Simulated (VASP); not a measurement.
# Nd2ScCl2 (P-3m1) in VASP: further runs, part 2 of 2

VASP 6.6.1. Earlier steps stand in the parts before.

### 3 Single point, PBE

This run uses another cell than the first one, of 28.80 Å³/atom.

INCAR

```
PREC     = Accurate       # precision mode
ENCUT    = 500            # plane-wave cutoff, eV
EDIFF    = 1E-6           # SCF threshold, eV
ISMEAR   = 0              # smearing method
SIGMA    = 0.1            # smearing width, eV
LREAL    = F              # projectors in reciprocal space
LASPH    = T              # aspherical terms in the spheres
NELM     = 200            # most SCF steps
ALGO     = Normal         # electronic algorithm
ISIF     = 2              # what is computed and relaxed
LWAVE    = F              # write WAVECAR
LCHARG   = T              # write CHGCAR
GGA      = PE             # functional
LELF     = T              # ELF
LVHAR    = T            
NBANDS   = 32             # bands
GGA_COMPAT= F            
LMAXMIX  = 6              # l up to which the mixer works
```

KPOINTS

```
Automatic mesh
0
Gamma
  6 6 2
```

POSCAR

```
Nd2ScCl2
1.0
    4.6093740200      0.0000000000      0.0000000000
   -2.3046870100      3.9918350000      0.0000000000
    0.0000000000      0.0000000000      7.8258138300
Nd Sc Cl
2 1 2
Direct
    0.3333333300      0.6666666700      0.6200000000
    0.6666666700      0.3333333300      0.3800000000
    0.0000000000      0.0000000000      0.0000000000
    0.3333333300      0.6666666700      0.2599999900
    0.6666666700      0.3333333300      0.7400000100
```

Potentials or basis: VASP PAW PBE potentials, release 64 (Nd_3, Sc_sv, Cl), 4f in core.

Command:

```console
$ cat potpaw_PBE.64/Nd_3/POTCAR potpaw_PBE.64/Sc_sv/POTCAR potpaw_PBE.64/Cl/POTCAR > POTCAR
$ mpirun -np 1 vasp_std > vasp.out
```

OUTCAR:

```text
PREC = Accurate
   ENCUT = 500
   EDIFF = 1E-6
   ISMEAR = 0
   LREAL = F
   LASPH = T
   NELM = 200
   ISIF = 2
   GGA = PE

 ion  position               nearest neighbor table
   1  0.333  0.667  0.620-   4 2.82   5 2.82   5 2.82   5 2.82   2 3.26   2 3.26   2 3.26
   2  0.667  0.333  0.380-   5 2.82   4 2.82   4 2.82   4 2.82   1 3.26   1 3.26   1 3.26
   3  0.000  0.000  0.000-
   4  0.333  0.667  0.260-   1 2.82   2 2.82   2 2.82   2 2.82
   5  0.667  0.333  0.740-   2 2.82   1 2.82   1 2.82   1 2.82

  LATTYP: Found a hexagonal cell.
 ALAT       =     4.6093740200
 C/A-ratio  =     1.6978040393

  Lattice vectors:

 A1 = (   4.6093740200,   0.0000000000,   0.0000000000)
 A2 = (  -2.3046870100,   3.9918350000,   0.0000000000)
 A3 = (   0.0000000000,   0.0000000000,   7.8258138300)

Analysis of symmetry for initial positions (statically):
[... 165 lines left out ...]
  free energy    TOTEN  =       -21.28943472 eV

  energy without entropy =      -21.25588112  energy(sigma->0) =      -21.27265792

 E-fermi :   4.1690     XC(G=0):  -9.2851

 val. band max:        4.1176606568   @ k =   0.5000   0.0000   0.5000
 cond. band min:       4.1846167542   @ k =   0.3333   0.1667   0.0000
 fundamental gap:      0.0669560974
 Fermi energy:         4.1689728451

 k-point     1 :       0.0000    0.0000    0.0000
  band No.  band energies     occupation
      1     -46.6201      2.00000
      2     -34.0461      2.00000
      3     -33.7922      2.00000
      4     -25.2390      2.00000
      5     -25.2390      2.00000
      6     -25.2246      2.00000
[... 479 lines left out ...]
     31       6.2728      0.00000
     32       6.2728      0.00000

------------------------ aborting loop because EDIFF is reached ----------------------------------------

  FORCE on cell =-STRESS in cart. coord.  units (eV):
  Direction    XX          YY          ZZ          XY          YZ          ZX
  --------------------------------------------------------------------------------------
  -------------------------------------------------------------------------------------
  Total        0.6623785      0.6623785      0.6319974     -0.0000000      0.0000000      0.0000000
  in kB        7.3700897      7.3700898      7.0320477     -0.0000000      0.0000000      0.0000000
  external PRESSURE =       7.2574091 kB  Pullay stress =       0.0000000 kB

 VOLUME and BASIS-vectors are now :
 -----------------------------------------------------------------------------
  energy-cutoff  :      500.00
  volume of cell :      143.99
      direct lattice vectors                 reciprocal lattice vectors
     4.609374020  0.000000000  0.000000000     0.216949199  0.125255678  0.000000000
    -2.304687010  3.991835000  0.000000000     0.000000000  0.250511356  0.000000000
     0.000000000  0.000000000  7.825813830     0.000000000  0.000000000  0.127782237

 POSITION                                       TOTAL-FORCE (eV/Angst)
 -----------------------------------------------------------------------------------
     -0.00000      2.66122      4.85200         0.000000     -0.000000      2.153399
      2.30469      1.33061      2.97381        -0.000000      0.000000     -2.153399
      0.00000      0.00000      0.00000        -0.000000      0.000000     -0.000000
     -0.00000      2.66122      2.03471         0.000000     -0.000000     -0.071358
      2.30469      1.33061      5.79110        -0.000000      0.000000      0.071358
 -----------------------------------------------------------------------------------
    total drift:                                0.000000      0.000000      0.000000

  FREE ENERGIE OF THE ION-ELECTRON SYSTEM (eV)
  ---------------------------------------------------
  free  energy   TOTEN  =       -21.2894347175 eV

  energy  without entropy=      -21.2558811191  energy(sigma->0) =      -21.27265792
```

OSZICAR:

```text
N       E                     dE             d eps       ncg     rms          rms(c)
DAV:   1     0.486607663421E+03    0.48661E+03   -0.19598E+04   896   0.131E+03
DAV:   2     0.283809336828E+02   -0.45823E+03   -0.44343E+03   936   0.401E+02
DAV:   3    -0.230418616013E+02   -0.51423E+02   -0.49100E+02  1544   0.116E+02
[... 11 lines left out ...]
DAV:  15    -0.212894394653E+02    0.60466E-04   -0.12195E-04  1448   0.722E-02    0.197E-02
DAV:  16    -0.212894433587E+02   -0.38934E-05   -0.68148E-06  1320   0.163E-02    0.204E-02
DAV:  17    -0.212894374532E+02    0.59055E-05   -0.63392E-06  1200   0.158E-02    0.121E-02
DAV:  18    -0.212894346418E+02    0.28114E-05   -0.47301E-06  1160   0.132E-02    0.200E-03
DAV:  19    -0.212894347175E+02   -0.75689E-07   -0.20659E-07   680   0.403E-03
   1 F= -.21289435E+02 E0= -.21272658E+02  d E =-.335536E-01
```

stdout:

```text
POSCAR found type information on POSCAR NdScCl
 POSCAR found :  3 types and       5 ions
 scaLAPACK will be used
 LDA part: xc-table for (Slater+PW92), standard interpolation
 POSCAR, INCAR and KPOINTS ok, starting setup
 FFT: planning ... GRIDC
 FFT: planning ... GRID_SOFT
 FFT: planning ... GRID
 WAVECAR not read
 entering main loop
```

It took 52 s on 1 thread of AMD EPYC 9R45 (Zen 5), shared host; peak memory 0.25 GiB.

What came out:

```
Free energy            : -21.2894 eV
Pressure               : 0.7 GPa
Largest force          : 2.153 eV/Å
Band gap on the k mesh : zero (an odd number of electrons rules out a gap without spin polarisation)
```

Forces in eV/Å, atoms in the order of the input:
```
Nd   0.000  0.000  2.153
Nd   0.000  0.000 -2.153
Sc   0.000  0.000  0.000
Cl   0.000  0.000 -0.071
Cl   0.000  0.000  0.071
```

Levels at points of the mesh, in eV from the Fermi level:
```tsv
k point	band 20	band 21	band 22	band 23	band 24	band 25	band 26	band 27	band 28	band 29
(0.00, 0.00, 0.00)	-6.10	-1.95	-0.52	-0.52	-0.16	0.96	0.96	1.11	1.13	1.13
(0.50, 0.00, 0.00)	-5.82	-0.93	-0.44	-0.13	0.16	0.27	0.81	1.02	1.17	1.28
(0.00, 0.00, 0.50)	-5.97	-0.96	-0.78	-0.12	-0.12	0.24	0.38	0.38	0.72	0.72
(0.50, 0.00, 0.50)	-5.82	-0.61	-0.33	-0.05	0.22	0.31	0.83	1.19	1.26	1.31
```

Caveat: the k points lie up to 0.40 Å⁻¹ apart, too coarse for converged energies and pressures of a metal; spin-orbit coupling is left out, which moves the levels of the heavy elements; the 4f electrons are frozen in the core, so they carry no moment and show no levels; an odd number of electrons without spin polarisation forces a metal; a magnetic or distorted state may lie lower; the run has no spin polarisation, though such a crystal can be magnetic. With open d or f shells a metallic result of PBE can be an artefact of self-interaction; +U or a hybrid may open a gap.
